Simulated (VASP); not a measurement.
Crystal: Al3As.

```
Al As
1.0
    -1.94932    1.94932    4.35432
     1.94932   -1.94932    4.35432
     1.94932    1.94932   -4.35432
Al As
3 1
Direct
  0.50000 0.50000 0.00000
  0.25000 0.75000 0.50000
  0.75000 0.25000 0.50000
  0.00000 0.00000 0.00000
```

| Quantity | Value |
| --- | --- |
| Program | VASP 6.6.1 |
| Task | relaxation of cell and atoms |
| Functional | PBE |
| Potentials or basis | VASP PAW PBE potentials, release 64 (Al, As_d) |
| Cutoff | 510 eV |
| k mesh | 6 × 6 × 6 |
| Occupations | gaussian, width 0.1 eV |
| Spin | no spin polarisation |

At the start: pressure 4.2 GPa; volume 16.55 Å³/atom.

Q: Where does the relaxation end?

A: Over 3 steps the energy falls by 11.1 meV/atom and the volume is 17.41 Å³/atom (+5.2 %); space group I4/mmm (No. 139, to 0.1 Å) before and after.

The path:
```tsv
step	energy change (eV)	largest force (eV/Å)	pressure (GPa)	volume (Å³)
1	0.0000	0.0000	4.21	66.18
2	-0.0428	0.0000	-0.85	70.44
3	-0.0445	0.0000	-0.03	69.65
```

Final structure:
```
Al As
1.0
    -1.98510    1.98510    4.41892
     1.98510   -1.98510    4.41892
     1.98510    1.98510   -4.41892
Al As
3 1
Direct
  0.50000 0.50000 0.00000
  0.25000 0.75000 0.50000
  0.75000 0.25000 0.50000
  0.00000 0.00000 0.00000
```
